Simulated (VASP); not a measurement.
# C (R-3m) in VASP: single point with LDA

Aim: the single point of C with LDA.

Everything below comes from runs of VASP 6.6.1. Logs are shortened: lines on timing, memory, paths and dates and some standing lists are left out, and cuts for length are marked.

## Step 1: The cell of the first run

The structure is trigonal, space group R-3m (No. 166). Conventional cell: a = 2.466 Å, b = 2.466 Å, c = 24.848 Å, α = 90.00°, β = 90.00°, γ = 120.00°. Within 1.9 Å of C (site symmetry 3m) lie 3 C at 1.42 Å. C (site symmetry 3m) has 3 C at 1.42 Å within 1.9 Å.

## Step 2: Single point, LDA

The input, INCAR:

```
PREC = Accurate
ENCUT = 520
EDIFF = 1E-7
ISMEAR = 0
SIGMA = 0.05
LREAL = F
LASPH = T
NELM = 80
ALGO = Normal
ISIF = 2
LWAVE = F
LCHARG = F
NBANDS = 16
```

The input, KPOINTS:

```
regular mesh
0
Gamma
  12 12 12
```

The input, POSCAR:

```
C
1.0
    1.2331880000      0.7119810000      8.2826150000
   -1.2331880000      0.7119810000      8.2826150000
    0.0000000000     -1.4239630000      8.2826150000
C
4
Direct
    0.9128270000      0.9128270000      0.9128270000
    0.2461500000      0.2461500000      0.2461500000
    0.7538500000      0.7538500000      0.7538500000
    0.0871730000      0.0871730000      0.0871730000
```

Potentials or basis: VASP PAW LDA potentials, release 64 (C).

Started as:

```console
$ cat potpaw_LDA.64/C/POTCAR > POTCAR
$ mpirun -np 1 vasp_std > vasp.out
```

OUTCAR:

```text
PREC = Accurate
   ENCUT = 520
   EDIFF = 1E-7
   ISMEAR = 0
   LREAL = F
   LASPH = T
   NELM = 80
   ISIF = 2

 ion  position               nearest neighbor table
   1  0.913  0.913  0.913-   2 1.42   2 1.42   2 1.42
   2  0.246  0.246  0.246-   1 1.42   1 1.42   1 1.42
   3  0.754  0.754  0.754-   4 1.42   4 1.42   4 1.42
   4  0.087  0.087  0.087-   3 1.42   3 1.42   3 1.42

  LATTYP: Found a trigonal (rhomboedric) cell.
 ALAT       =     8.4041287964
 COS(alpha) =     0.9569371096

  Lattice vectors:

 A1 = (   1.2331880000,   0.7119810000,   8.2826150000)
 A2 = (  -1.2331880000,   0.7119810000,   8.2826150000)
 A3 = (   0.0000000000,  -1.4239630000,   8.2826150000)

Analysis of symmetry for initial positions (statically):
=====================================================================
 Subroutine PRICEL returns:
 Original cell was already a primitive cell.

 Routine SETGRP: Setting up the symmetry group for a
 trigonal (rhombohedral) supercell.

 Subroutine GETGRP returns: Found 12 space group operations
 (whereof 12 operations were pure point group operations)
 out of a pool of 12 trial point group operations.

The static configuration has the point symmetry D_3d.

Analysis of symmetry for dynamics (positions and initial velocities):
=====================================================================
 Subroutine PRICEL returns:
 Original cell was already a primitive cell.

 Routine SETGRP: Setting up the symmetry group for a
 trigonal (rhombohedral) supercell.

 Subroutine GETGRP returns: Found 12 space group operations
 (whereof 12 operations were pure point group operations)
 out of a pool of 12 trial point group operations.

The dynamic configuration has the point symmetry D_3d.

 Subroutine INISYM returns: Found 12 space group operations
 (whereof 12 operations are pure point group operations),
 and found     1 'primitive' translations

----------------------------------------------------------------------------------------

                                     Primitive cell

  volume of cell :      43.6332

  direct lattice vectors                    reciprocal lattice vectors
     1.233188000  0.711981000  8.282615000     0.405453183  0.234088534  0.040244948
    -1.233188000  0.711981000  8.282615000    -0.405453183  0.234088534  0.040244948
     0.000000000 -1.423963000  8.282615000     0.000000000 -0.468177068  0.040244920

  length of vectors
     8.404128796  8.404128796  8.404128858     0.469903587  0.469903587  0.469903629

  position of ions in fractional coordinates (direct lattice)
     0.912827000  0.912827000  0.912827000
     0.246150000  0.246150000  0.246150000
     0.753850000  0.753850000  0.753850000
     0.087173000  0.087173000  0.087173000

  ion indices of the primitive-cell ions
   primitive index   ion index
                 1           1
                 2           2
                 3           3
                 4           4

----------------------------------------------------------------------------------------

 KPOINTS: regular mesh

Automatic generation of k-mesh.
 Grid dimensions read from file:
 generate k-points for:   12   12   12

 Generating k-lattice:

  Cartesian coordinates                     Fractional coordinates (reciprocal lattice)
     0.033787765  0.019507378  0.003353746     0.083333333  0.000000000  0.000000000
    -0.033787765  0.019507378  0.003353746     0.000000000  0.083333333  0.000000000
     0.000000000 -0.039014756  0.003353743     0.000000000  0.000000000  0.083333333

  Length of vectors
     0.039158632  0.039158632  0.039158636

  Shift w.r.t. Gamma in fractional coordinates (k-lattice)
     0.000000000  0.000000000  0.000000000

 Subroutine IBZKPT returns following result:
 ===========================================

 Found    189 irreducible k-points:

 Following reciprocal coordinates:
            Coordinates               Weight
  0.000000  0.000000  0.000000      1.000000
  0.083333  0.000000  0.000000      6.000000
  0.166667  0.000000  0.000000      6.000000
  0.250000  0.000000  0.000000      6.000000
  0.333333 -0.000000  0.000000      6.000000
  0.416667 -0.000000  0.000000      6.000000
[... 16 lines left out ...]
  0.500000  0.166667  0.000000     12.000000
 -0.416667  0.166667 -0.000000     12.000000
 [... further k-points ...]
   k-points           NKPTS =    189   k-points in BZ     NKDIM =    189   number of bands    NBANDS=     16
   number of dos      NEDOS =    301   number of ions     NIONS =      4
   total plane-waves  NPLWV = 262144
   dimension x,y,z NGX =    64 NGY =   64 NGZ =   64
   dimension x,y,z NGXF=   128 NGYF=  128 NGZF=  128
   ions per type =               4
   NGX,Y,Z   is equivalent  to a cutoff of  12.66, 12.66, 12.66 a.u.
   NGXF,Y,Z  is equivalent  to a cutoff of  25.32, 25.32, 25.32 a.u.
 SYSTEM =  unknown system
   PREC   = accura    normal or accurate (medium, high low for compatibility)
   ISTART =      0    job   : 0-new  1-cont  2-samecut
   ICHARG =      2    charge: 1-file 2-atom 10-const
   ISPIN  =      1    spin polarized calculation?
   LNONCOLLINEAR =      F non collinear calculations
   LSORBIT =      F    spin-orbit coupling
   LASPH  =      T    aspherical Exc in radial PAW
   ENCUT  =  520.0 eV  38.22 Ry    6.18 a.u.  15.63 15.63 15.63*2*pi/ulx,y,z
   NELM   =     80;   NELMIN=  2; NELMDL= -5     # of ELM steps
   EDIFF  = 0.1E-06   stopping-criterion for ELM
   LREAL  =      F    real-space projection
   EDIFFG = 0.1E-05   stopping-criterion for IOM
   NSW    =      0    number of steps for IOM
   IBRION =     -1    ionic relax: 0-MD 1-quasi-New 2-CG
   NFREE  =      0    steps in history (QN), initial steepest desc. (CG)
   ISIF   =      2    stress and relaxation
   ISYM   =      2    0-nonsym 1-usesym 2-fastsym
   POTIM  = 0.5000    time-step for ionic-motion
   TEBEG  =    0.0;   TEEND  =   0.0 temperature during run
   PSTRESS=    0.0 pullay stress
   NELECT =      16.0000    total number of electrons
   NUPDOWN=      -1.0000    fix difference up-down
   EMIN   =  10.00;   EMAX   =-10.00  energy-range for DOS
   EFERMI =   0.00;   METHOD = LEGACY
   ISMEAR =     0;   SIGMA  =   0.05  broadening in eV -4-tet -1-fermi 0-gaus
   EFERMI_NEDOS =   21; number of points for ismear=-14 and -15
   IALGO  =     38    algorithm
   IMIX   =      4    mixing-type and parameters
     AMIX     =   0.40;   BMIX     =  1.00
     AMIX_MAG =   1.60;   BMIX_MAG =  1.00
  volume/ion in A,a.u.               =      10.91        73.61
  Fermi-wavevector in a.u.,A,eV,Ry     =   1.171771  2.214325 18.681431  1.373046
  Thomas-Fermi vector in A             =   2.308209
   LORBIT       =      0    0 simple, 1 ext, 2 COOP (PROOUT), +10 PAW based schemes
   GGA     = CA    functional components
   LHFCALC =     F    Hartree Fock is set to
   AEXX    =    0.0000 exact exchange contribution
   IVDW    =     0    specifies the selected vdW correction
   LEPSILON=     F    determine dielectric tensor
   LRPA    =     F    only Hartree local field effects (RPA)
 non-spin polarized calculation
 Gauss-broadening in eV      SIGMA  =   0.05
  energy-cutoff  :      520.00
  volume of cell :       43.63
 maximum number of plane-waves:      1195
   NGX = 31   NGY = 31   NGZ = 31

 number of electron      16.0000001 magnetization

 Free energy of the ion-electron system (eV)
  ---------------------------------------------------
  ext. energy  EPLUGINS =         0.00000000
  ---------------------------------------------------
  free energy    TOTEN  =       -40.36372452 eV

  energy without entropy =      -40.36370447  energy(sigma->0) =      -40.36371449

 E-fermi :   2.8461     XC(G=0):  -9.3647

 val. band max:        2.7503835896   @ k =  -0.3333   0.3333   0.0000
 cond. band min:       2.9418844506   @ k =  -0.1667   0.5000   0.1667
 fundamental gap:      0.1915008609
 Fermi energy:         2.8461437824

 k-point     1 :       0.0000    0.0000    0.0000
  band No.  band energies     occupation
      1     -16.4725      2.00000
      2     -16.4148      2.00000
      3      -5.1097      2.00000
      4      -4.4569      2.00000
      5      -0.1902      2.00000
      6      -0.1902      2.00000
[... 8 lines left out ...]
     15      13.6793      0.00000
     16      14.1754      0.00000

 k-point     2 :       0.0833    0.0000    0.0000
  band No.  band energies     occupation
      1     -16.3091      2.00000
      2     -16.2523      2.00000
      3      -4.9100      2.00000
      4      -4.2647      2.00000
      5      -0.8247      2.00000
      6      -0.8210      2.00000
[... 8 lines left out ...]
     15      13.5928      0.00000
     16      13.6436      0.00000

 k-point     3 :       0.1667    0.0000    0.0000
  band No.  band energies     occupation
      1     -15.8206      2.00000
      2     -15.7665      2.00000
      3      -4.3158      2.00000
      4      -3.6935      2.00000
      5      -2.4296      2.00000
      6      -2.4224      2.00000
[... 8 lines left out ...]
     15      13.6174      0.00000
     16      13.6264      0.00000

 k-point     4 :       0.2500    0.0000    0.0000
  band No.  band energies     occupation
      1     -15.0126      2.00000
      2     -14.9628      2.00000
      3      -4.4965      2.00000
      4      -4.4845      2.00000
      5      -3.3453      2.00000
      6      -2.7628      2.00000
[... 8 lines left out ...]
     15      15.4597      0.00000
     16      16.1414      0.00000
[... 324 lines left out ...]
 k-point    22 :       0.4167    0.1667    0.0000
  band No.  band energies     occupation
      1     -13.4262      2.00000
      2     -13.3878      2.00000
      3      -6.5201      2.00000
      4      -6.5024      2.00000
      5      -4.6053      2.00000
      6      -4.5978      2.00000
[... 8 lines left out ...]
     15      15.6123      0.00000
     16      15.9363      0.00000

 k-point    23 :       0.5000    0.1667    0.0000
  band No.  band energies     occupation
      1     -12.0505      2.00000
      2     -12.0181      2.00000
      3      -8.4264      2.00000
      4      -8.4019      2.00000
      5      -5.1698      2.00000
      6      -5.1623      2.00000
[... 8 lines left out ...]
     15      15.7106      0.00000
     16      15.8886      0.00000

 k-point    24 :      -0.4167    0.1667   -0.0000
  band No.  band energies     occupation
      1     -10.7807      2.00000
      2     -10.7502      2.00000
      3      -9.8944      2.00000
      4      -9.8691      2.00000
      5      -5.3512      2.00000
      6      -5.3434      2.00000
[... 8 lines left out ...]
     15      13.9498      0.00000
     16      15.7060      0.00000

 [... further k-points ...]

------------------------ aborting loop because EDIFF is reached ----------------------------------------

  FORCE on cell =-STRESS in cart. coord.  units (eV):
  Direction    XX          YY          ZZ          XY          YZ          ZX
  --------------------------------------------------------------------------------------
  -------------------------------------------------------------------------------------
  Total       -2.1015219     -2.1015214     -0.2919296      0.0000000      0.0000000     -0.0000000
  in kB      -77.1663373    -77.1663177    -10.7194406      0.0000000      0.0000004     -0.0000000
  external PRESSURE =     -55.0173652 kB  Pullay stress =       0.0000000 kB

 VOLUME and BASIS-vectors are now :
 -----------------------------------------------------------------------------
  energy-cutoff  :      520.00
  volume of cell :       43.63
      direct lattice vectors                 reciprocal lattice vectors
     1.233188000  0.711981000  8.282615000     0.405453183  0.234088534  0.040244948
    -1.233188000  0.711981000  8.282615000    -0.405453183  0.234088534  0.040244948
     0.000000000 -1.423963000  8.282615000     0.000000000 -0.468177068  0.040244920

 POSITION                                       TOTAL-FORCE (eV/Angst)
 -----------------------------------------------------------------------------------
      0.00000     -0.00000     22.68178         0.000000      0.000000     -0.010278
      0.00000     -0.00000      6.11630         0.000000      0.000000     -0.002529
      0.00000     -0.00000     18.73155         0.000000     -0.000000      0.002529
      0.00000     -0.00000      2.16606         0.000000     -0.000000      0.010278
 -----------------------------------------------------------------------------------
    total drift:                               -0.000000     -0.000000      0.000000

  FREE ENERGIE OF THE ION-ELECTRON SYSTEM (eV)
  ---------------------------------------------------
  free  energy   TOTEN  =       -40.3637245174 eV

  energy  without entropy=      -40.3637044683  energy(sigma->0) =      -40.36371449
```

Wall time 29 min (1 thread of AMD EPYC 7R43 (Zen 3), shared host); peak memory 0.38 GiB.

Results:

| Quantity | Value |
| --- | --- |
| Free energy | -40.3637 eV |
| Pressure | -5.5 GPa |
| Largest force | 0.010 eV/Å |

Forces on the atoms (eV/Å):
```
C    0.000  0.000 -0.010
C    0.000  0.000 -0.003
C    0.000  0.000  0.003
C    0.000  0.000  0.010
```

Caveat: the cell stands under tension.
